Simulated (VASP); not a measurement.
# AgCl (P4/mmm) in VASP: further runs

The runs below take AgCl through single point, with PBEsol.

Program: VASP 6.6.1. These are calculated values, not measurements. Logs are shortened: lines on timing, memory, paths and dates and some standing lists are left out, and cuts for length are marked.

## 1. The cell of the first run

It takes space group P4/mmm (No. 123, tetragonal). Conventional cell: a = 3.855 Å, b = 3.855 Å, c = 2.725 Å, α = 90.00°, β = 90.00°, γ = 90.00°. Ag (site symmetry 4/mmm) has 2 Ag at 2.73 Å and 8 Cl at 3.05 Å within 3.6 Å. Cl (site symmetry 4/mmm) has 2 Cl at 2.73 Å and 8 Ag at 3.05 Å within 3.6 Å.

## 2. Single point, PBEsol

INCAR reads:

```
ALGO = Normal
EDIFF = 1E-6
ENCUT = 520
GGA = PS
ISIF = 2
ISMEAR = 0
LASPH = True
LCHARG = True
LELF = True
LREAL = False
LVHAR = True
LWAVE = False
NBANDS = 16
NELM = 80
PREC = Accurate
SIGMA = 0.05
```

KPOINTS reads:

```
k-points
0
Gamma
  12 12 12
```

POSCAR reads:

```
AgCl
1.0
    3.8546984117      0.0000000000      0.0000000000
    0.0000000000      3.8546984117      0.0000000000
    0.0000000000      0.0000000000      2.7252717770
Ag Cl
1 1
Direct
    0.0000000000      0.0000000000      0.0000000000
    0.5000000000      0.5000000000      0.5000000000
```

Potentials or basis: VASP PAW PBE potentials, release 64 (Ag, Cl).

Launch:

```console
> cat potpaw_PBE.64/Ag/POTCAR potpaw_PBE.64/Cl/POTCAR > POTCAR
> mpirun -np 1 vasp_std > vasp.out
```

OUTCAR:

```text
EDIFF = 1E-6
   ENCUT = 520
   GGA = PS
   ISIF = 2
   ISMEAR = 0
   LASPH = True
   LREAL = False
   NELM = 80
   PREC = Accurate

 ion  position               nearest neighbor table
   1  0.000  0.000  0.000-   2 3.05   2 3.05   2 3.05   2 3.05   2 3.05   2 3.05   2 3.05   2 3.05

   2  0.500  0.500  0.500-   1 3.05   1 3.05   1 3.05   1 3.05   1 3.05   1 3.05   1 3.05   1 3.05

  LATTYP: Found a simple tetragonal cell.
 ALAT       =     3.8546984117
 C/A-ratio  =     0.7070000000

  Lattice vectors:

 A1 = (   3.8546984117,   0.0000000000,   0.0000000000)
 A2 = (   0.0000000000,   3.8546984117,   0.0000000000)
 A3 = (   0.0000000000,   0.0000000000,   2.7252717770)

Analysis of symmetry for initial positions (statically):
=====================================================================
 Subroutine PRICEL returns:
 Original cell was already a primitive cell.

 Routine SETGRP: Setting up the symmetry group for a
 simple tetragonal supercell.

 Subroutine GETGRP returns: Found 16 space group operations
 (whereof 16 operations were pure point group operations)
 out of a pool of 16 trial point group operations.

The static configuration has the point symmetry D_4h.

Analysis of symmetry for dynamics (positions and initial velocities):
=====================================================================
 Subroutine PRICEL returns:
 Original cell was already a primitive cell.

 Routine SETGRP: Setting up the symmetry group for a
 simple tetragonal supercell.

 Subroutine GETGRP returns: Found 16 space group operations
 (whereof 16 operations were pure point group operations)
 out of a pool of 16 trial point group operations.

The dynamic configuration has the point symmetry D_4h.

 Subroutine INISYM returns: Found 16 space group operations
 (whereof 16 operations are pure point group operations),
 and found     1 'primitive' translations

----------------------------------------------------------------------------------------

                                     Primitive cell

  volume of cell :      40.4940

  direct lattice vectors                    reciprocal lattice vectors
     3.854698412  0.000000000  0.000000000     0.259423668  0.000000000  0.000000000
     0.000000000  3.854698412  0.000000000     0.000000000  0.259423668  0.000000000
     0.000000000  0.000000000  2.725271777     0.000000000  0.000000000  0.366935881

  length of vectors
     3.854698412  3.854698412  2.725271777     0.259423668  0.259423668  0.366935881

  position of ions in fractional coordinates (direct lattice)
     0.000000000  0.000000000  0.000000000
     0.500000000  0.500000000  0.500000000

  ion indices of the primitive-cell ions
   primitive index   ion index
                 1           1
                 2           2

----------------------------------------------------------------------------------------

 KPOINTS: k-points

Automatic generation of k-mesh.
 Grid dimensions read from file:
 generate k-points for:   12   12   12

 Generating k-lattice:

  Cartesian coordinates                     Fractional coordinates (reciprocal lattice)
     0.021618639  0.000000000  0.000000000     0.083333333  0.000000000  0.000000000
     0.000000000  0.021618639  0.000000000     0.000000000  0.083333333  0.000000000
     0.000000000  0.000000000  0.030577990     0.000000000  0.000000000  0.083333333

  Length of vectors
     0.021618639  0.021618639  0.030577990

  Shift w.r.t. Gamma in fractional coordinates (k-lattice)
     0.000000000  0.000000000  0.000000000

 Subroutine IBZKPT returns following result:
 ===========================================

 Found    196 irreducible k-points:

 Following reciprocal coordinates:
            Coordinates               Weight
  0.000000  0.000000  0.000000      1.000000
  0.083333  0.000000  0.000000      4.000000
  0.166667  0.000000  0.000000      4.000000
  0.250000  0.000000  0.000000      4.000000
  0.333333  0.000000  0.000000      4.000000
  0.416667  0.000000  0.000000      4.000000
[... 16 lines left out ...]
  0.333333  0.333333  0.000000      4.000000
  0.416667  0.333333  0.000000      8.000000
 [... further k-points ...]
   k-points           NKPTS =    196   k-points in BZ     NKDIM =    196   number of bands    NBANDS=     16
   number of dos      NEDOS =    301   number of ions     NIONS =      2
   total plane-waves  NPLWV =  18000
   dimension x,y,z NGX =    30 NGY =   30 NGZ =   20
   dimension x,y,z NGXF=    60 NGYF=   60 NGZF=   40
   ions per type =               1   1
   NGX,Y,Z   is equivalent  to a cutoff of  12.94, 12.94, 12.20 a.u.
   NGXF,Y,Z  is equivalent  to a cutoff of  25.88, 25.88, 24.40 a.u.
 SYSTEM =  unknown system
   PREC   = accura    normal or accurate (medium, high low for compatibility)
   ISTART =      0    job   : 0-new  1-cont  2-samecut
   ICHARG =      2    charge: 1-file 2-atom 10-const
   ISPIN  =      1    spin polarized calculation?
   LNONCOLLINEAR =      F non collinear calculations
   LSORBIT =      F    spin-orbit coupling
   LASPH  =      T    aspherical Exc in radial PAW
   ENCUT  =  520.0 eV  38.22 Ry    6.18 a.u.   7.17  7.17  5.07*2*pi/ulx,y,z
   NELM   =     80;   NELMIN=  2; NELMDL= -5     # of ELM steps
   EDIFF  = 0.1E-05   stopping-criterion for ELM
   LREAL  =      F    real-space projection
   EDIFFG = 0.1E-04   stopping-criterion for IOM
   NSW    =      0    number of steps for IOM
   IBRION =     -1    ionic relax: 0-MD 1-quasi-New 2-CG
   NFREE  =      0    steps in history (QN), initial steepest desc. (CG)
   ISIF   =      2    stress and relaxation
   ISYM   =      2    0-nonsym 1-usesym 2-fastsym
   POTIM  = 0.5000    time-step for ionic-motion
   TEBEG  =    0.0;   TEEND  =   0.0 temperature during run
   PSTRESS=    0.0 pullay stress
   NELECT =      18.0000    total number of electrons
   NUPDOWN=      -1.0000    fix difference up-down
   EMIN   =  10.00;   EMAX   =-10.00  energy-range for DOS
   EFERMI =   0.00;   METHOD = LEGACY
   ISMEAR =     0;   SIGMA  =   0.05  broadening in eV -4-tet -1-fermi 0-gaus
   EFERMI_NEDOS =   21; number of points for ismear=-14 and -15
   IALGO  =     38    algorithm
   IMIX   =      4    mixing-type and parameters
     AMIX     =   0.40;   BMIX     =  1.00
     AMIX_MAG =   1.60;   BMIX_MAG =  1.00
  volume/ion in A,a.u.               =      20.25       136.63
  Fermi-wavevector in a.u.,A,eV,Ry     =   1.249402  2.361027 21.238760  1.561005
  Thomas-Fermi vector in A             =   2.383444
   LORBIT       =      0    0 simple, 1 ext, 2 COOP (PROOUT), +10 PAW based schemes
   GGA     = PS    functional components
   LHFCALC =     F    Hartree Fock is set to
   AEXX    =    0.0000 exact exchange contribution
   IVDW    =     0    specifies the selected vdW correction
   LEPSILON=     F    determine dielectric tensor
   LRPA    =     F    only Hartree local field effects (RPA)
 non-spin polarized calculation
 Gauss-broadening in eV      SIGMA  =   0.05
  energy-cutoff  :      520.00
  volume of cell :       40.49
 maximum number of plane-waves:      1108
 NGX is ok and might be reduce to    30

 number of electron      18.0000003 magnetization

 Free energy of the ion-electron system (eV)
  ---------------------------------------------------
  ext. energy  EPLUGINS =         0.00000000
  ---------------------------------------------------
  free energy    TOTEN  =        -5.09293104 eV

  energy without entropy =       -5.09181978  energy(sigma->0) =       -5.09237541

 E-fermi :   5.2769     XC(G=0): -10.5934

 val. band max:        5.2739641128   @ k =   0.5000   0.3333   0.0000
 cond. band min:       5.2826202085   @ k =   0.0833   0.0000   0.2500
 fundamental gap:      0.0086560956
 Fermi energy:         5.2768734347

 k-point     1 :       0.0000    0.0000    0.0000
  band No.  band energies     occupation
      1     -11.0775      2.00000
      2      -0.2621      2.00000
      3       0.9973      2.00000
      4       1.2629      2.00000
      5       1.2629      2.00000
      6       1.4984      2.00000
[... 8 lines left out ...]
     15      17.7197      0.00000
     16      21.1420      0.00000

 k-point     2 :       0.0833    0.0000    0.0000
  band No.  band energies     occupation
      1     -11.0630      2.00000
      2      -0.2836      2.00000
      3       0.7711      2.00000
      4       0.9902      2.00000
      5       1.2751      2.00000
      6       1.8112      2.00000
[... 8 lines left out ...]
     15      18.2718      0.00000
     16      21.4496      0.00000

 k-point     3 :       0.1667    0.0000    0.0000
  band No.  band energies     occupation
      1     -11.0227      2.00000
      2      -0.3902      2.00000
      3       0.3332      2.00000
      4       0.6789      2.00000
      5       1.3594      2.00000
      6       2.1606      2.00000
[... 8 lines left out ...]
     15      19.4696      0.00000
     16      21.2927      0.00000

 k-point     4 :       0.2500    0.0000    0.0000
  band No.  band energies     occupation
      1     -10.9662      2.00000
      2      -0.6913      2.00000
      3       0.0731      2.00000
      4       0.4248      2.00000
      5       1.4901      2.00000
      6       2.1265      2.00000
[... 8 lines left out ...]
     15      20.6378      0.00000
     16      20.8875      0.00000

 k-point     5 :       0.3333    0.0000    0.0000
  band No.  band energies     occupation
      1     -10.9081      2.00000
      2      -1.0707      2.00000
      3      -0.0030      2.00000
      4       0.2383      2.00000
      5       1.6289      2.00000
      6       2.0934      2.00000
[... 8 lines left out ...]
     15      20.1470      0.00000
     16      20.8221      0.00000

 k-point     6 :       0.4167    0.0000    0.0000
  band No.  band energies     occupation
      1     -10.8645      2.00000
      2      -1.3429      2.00000
      3      -0.0237      2.00000
      4       0.1246      2.00000
      5       1.7354      2.00000
      6       2.0697      2.00000
[... 8 lines left out ...]
     15      19.5549      0.00000
     16      19.8430      0.00000

 k-point     7 :       0.5000    0.0000    0.0000
  band No.  band energies     occupation
      1     -10.8482      2.00000
      2      -1.4393      2.00000
      3      -0.0281      2.00000
      4       0.0864      2.00000
      5       1.7755      2.00000
      6       2.0612      2.00000
[... 8 lines left out ...]
     15      18.3700      0.00000
     16      19.7400      0.00000

 k-point     8 :       0.0833    0.0833    0.0000
  band No.  band energies     occupation
      1     -11.0488      2.00000
      2      -0.3066      2.00000
      3       0.6667      2.00000
      4       0.7499      2.00000
      5       1.4815      2.00000
      6       1.7852      2.00000
[... 8 lines left out ...]
     15      18.4881      0.00000
     16      21.8056      0.00000

 k-point     9 :       0.1667    0.0833    0.0000
  band No.  band energies     occupation
      1     -11.0097      2.00000
      2      -0.4142      2.00000
      3       0.2967      2.00000
      4       0.5850      2.00000
      5       1.4921      2.00000
      6       2.0833      2.00000
[... 8 lines left out ...]
     15      19.2837      0.00000
     16      21.2278      0.00000
[... 172 lines left out ...]
 k-point    19 :       0.2500    0.2500    0.0000
  band No.  band energies     occupation
      1     -10.8808      2.00000
      2      -0.7538      2.00000
      3       0.0393      2.00000
      4       0.1750      2.00000
      5       1.8153      2.00000
      6       1.9479      2.00000
[... 8 lines left out ...]
     15      19.9053      0.00000
     16      20.6820      0.00000

 k-point    20 :       0.3333    0.2500    0.0000
  band No.  band energies     occupation
      1     -10.8366      2.00000
      2      -0.8474      2.00000
      3       0.0060      2.00000
      4       0.0765      2.00000
      5       1.7768      2.00000
      6       2.0917      2.00000
[... 8 lines left out ...]
     15      20.4082      0.00000
     16      20.6020      0.00000

 k-point    21 :       0.4167    0.2500    0.0000
  band No.  band energies     occupation
      1     -10.8037      2.00000
      2      -0.9441      2.00000
      3      -0.0160      2.00000
      4       0.0121      2.00000
      5       1.7800      2.00000
      6       2.1052      2.00000
[... 8 lines left out ...]
     15      20.2517      0.00000
     16      20.5042      0.00000

 k-point    22 :       0.5000    0.2500    0.0000
  band No.  band energies     occupation
      1     -10.7915      2.00000
      2      -0.9847      2.00000
      3      -0.0205      2.00000
      4      -0.0123      2.00000
      5       1.7905      2.00000
      6       2.0999      2.00000
[... 8 lines left out ...]
     15      19.8162      0.00000
     16      20.4625      0.00000

 k-point    23 :       0.3333    0.3333    0.0000
  band No.  band energies     occupation
      1     -10.7999      2.00000
      2      -0.7545      2.00000
      3      -0.0054      2.00000
      4      -0.0033      2.00000
      5       1.8205      2.00000
      6       1.9138      2.00000
[... 8 lines left out ...]
     15      20.6311      0.00000
     16      20.8190      0.00000

 k-point    24 :       0.4167    0.3333    0.0000
  band No.  band energies     occupation
      1     -10.7726      2.00000
      2      -0.7059      2.00000
      3      -0.0576      2.00000
      4      -0.0213      2.00000
      5       1.7898      2.00000
      6       1.9382      2.00000
[... 8 lines left out ...]
     15      20.9256      0.00000
     16      20.9304      0.00000

 [... further k-points ...]

------------------------ aborting loop because EDIFF is reached ----------------------------------------

  FORCE on cell =-STRESS in cart. coord.  units (eV):
  Direction    XX          YY          ZZ          XY          YZ          ZX
  --------------------------------------------------------------------------------------
  -------------------------------------------------------------------------------------
  Total       -2.0944613     -2.0944613      3.6842459      0.0000000      0.0000000     -0.0000000
  in kB      -82.8690394    -82.8690394    145.7701375      0.0000000      0.0000000     -0.0000000
  external PRESSURE =      -6.6559804 kB  Pullay stress =       0.0000000 kB

 VOLUME and BASIS-vectors are now :
 -----------------------------------------------------------------------------
  energy-cutoff  :      520.00
  volume of cell :       40.49
      direct lattice vectors                 reciprocal lattice vectors
     3.854698412  0.000000000  0.000000000     0.259423668  0.000000000  0.000000000
     0.000000000  3.854698412  0.000000000     0.000000000  0.259423668  0.000000000
     0.000000000  0.000000000  2.725271777     0.000000000  0.000000000  0.366935881

 POSITION                                       TOTAL-FORCE (eV/Angst)
 -----------------------------------------------------------------------------------
      0.00000      0.00000      0.00000         0.000000      0.000000      0.000000
      1.92735      1.92735      1.36264         0.000000      0.000000      0.000000
 -----------------------------------------------------------------------------------
    total drift:                                0.000000      0.000000     -0.000000

  FREE ENERGIE OF THE ION-ELECTRON SYSTEM (eV)
  ---------------------------------------------------
  free  energy   TOTEN  =        -5.0929310361 eV

  energy  without entropy=       -5.0918197798  energy(sigma->0) =       -5.09237541
```

Wall time 2 min (1 thread of AMD EPYC 7R43 (Zen 3), shared host); peak memory 0.2 GiB.

Results:

* Free energy: -5.0929 eV
* Pressure: -0.7 GPa
* Band gap on the k mesh: zero (band 9 reaches 5.40 eV, above the bottom of band 10 at 4.67 eV)

Stress tensor (GPa, compression positive):
```
-8.29  0.00  0.00
 0.00 -8.29  0.00
 0.00  0.00 14.58
```

Levels at points of the mesh, in eV from the Fermi level:
| k point | band 7 | band 8 | band 9 | band 10 | band 11 | band 12 |
| --- | --- | --- | --- | --- | --- | --- |
| (0.00, 0.00, 0.00) | -3.08 | -3.08 | -1.71 | -0.11 | 6.59 | 9.16 |
| (0.50, 0.00, 0.00) | -3.07 | -1.89 | 0.12 | 2.58 | 2.60 | 5.61 |
| (0.50, 0.50, 0.00) | -3.14 | -3.14 | -0.68 | 0.04 | 6.98 | 6.98 |
| (0.00, 0.00, 0.50) | -2.45 | -1.86 | -1.86 | 2.69 | 5.04 | 7.36 |
| (0.50, 0.00, 0.50) | -3.67 | -2.93 | -2.50 | 3.12 | 5.41 | 7.90 |
| (0.50, 0.50, 0.50) | -2.72 | -1.90 | -1.90 | 3.07 | 3.87 | 3.87 |

Caveat: the PAW data sets were made with another functional, which shifts forces and pressure a little.

## 3. Single point, PBEsol

This run uses another cell than the first one, of the same volume but with other edges.

INCAR reads:

```
SYSTEM = AgCl
  PREC = Accurate
  ENCUT = 520
  EDIFF = 1E-7
  ISMEAR = 0
  SIGMA = 0.05
  LREAL = .False.
  LASPH = .True.
  NELM = 60
  ALGO = Normal
  ISIF = 2
  LWAVE = .False.
  LCHARG = .True.
  GGA = PS
  LELF = .True.
  LVHAR = .True.
  NBANDS = 16
```

KPOINTS reads:

```
regular mesh
0
Gamma
  12 12 12
  0 0 0
```

POSCAR reads:

```
AgCl
1.0
    3.6251326342      0.0000000000      0.0000000000
    0.0000000000      3.6251326342      0.0000000000
    0.0000000000      0.0000000000      3.0813627391
Ag Cl
1 1
Direct
    0.0000000000      0.0000000000      0.0000000000
    0.5000000000      0.5000000000      0.5000000000
```

Potentials or basis: VASP PAW PBE potentials, release 64 (Ag, Cl).

Launch:

```console
> cat potpaw_PBE.64/Ag/POTCAR potpaw_PBE.64/Cl/POTCAR > POTCAR
> mpirun -np 1 vasp_std > vasp.out
```

Wall time 2.1 min (1 thread of AMD EPYC 7R43 (Zen 3), shared host); peak memory 0.21 GiB.

Results (log left out):

```yaml
Free_energy: -5.6435 eV
Pressure: -4.2 GPa
Band_gap_on_the_k_mesh: zero (band 9 reaches 4.23 eV, above the bottom of band 10 at 4.05 eV)
```

Stress tensor (GPa, compression positive):
```
-7.44  0.00  0.00
 0.00 -7.44  0.00
 0.00  0.00  2.40
```

Levels at points of the mesh, in eV from the Fermi level:
```csv
k point,band 6,band 7,band 8,band 9,band 10,band 11,band 12,band 13
"(0.00, 0.00, 0.00)",-2.44,-2.23,-2.23,-0.76,-0.20,8.28,9.65,11.88
"(0.50, 0.00, 0.00)",-2.21,-2.17,-0.54,-0.03,4.22,4.53,8.03,9.42
"(0.50, 0.50, 0.00)",-2.38,-2.38,-2.19,-0.42,1.26,8.60,8.60,10.60
"(0.00, 0.00, 0.50)",-2.35,-1.58,-0.63,-0.63,3.78,5.35,8.83,8.83
"(0.50, 0.00, 0.50)",-2.86,-2.61,-1.97,-1.52,2.88,7.24,8.70,9.99
"(0.50, 0.50, 0.50)",-1.87,-1.03,-0.66,-0.66,3.95,4.40,4.40,6.40
```

Caveat: the PAW data sets were made with another functional, which shifts forces and pressure a little.

(Continued in part 2 of 2.)
